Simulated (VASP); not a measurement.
Ti:

```
Ti
1.0
     0.00000    2.03000    2.03000
     2.03000    0.00000    2.03000
     2.03000    2.03000    0.00000
Ti
1
Direct
  0.00000 0.00000 0.00000
```

Base run:

| Item | Value |
| --- | --- |
| Program | VASP 6.6.1 |
| Functional | r2SCAN |
| Potentials or basis | VASP PAW PBE potentials, release 64 (Ti_sv) |
| Cutoff | 520 eV |
| k mesh | 15 × 15 × 15 |
| Occupations | fermi-dirac, width 0.05 eV |
| Spin | no spin polarisation |

Its results: band gap on the k mesh zero (band 6 reaches 9.67 eV, above the bottom of band 7 at 8.34 eV); pressure 4.8 GPa.

**Question.** The run is repeated on the same cell with these changes: functional from r2SCAN to PBEsol. What comes out?

**Answer.** Band gap on the k mesh zero (band 6 reaches 9.39 eV, above the bottom of band 7 at 8.21 eV); pressure -0.5 GPa.

Caveats: the PAW data sets were made with another functional, which shifts forces and pressure a little.
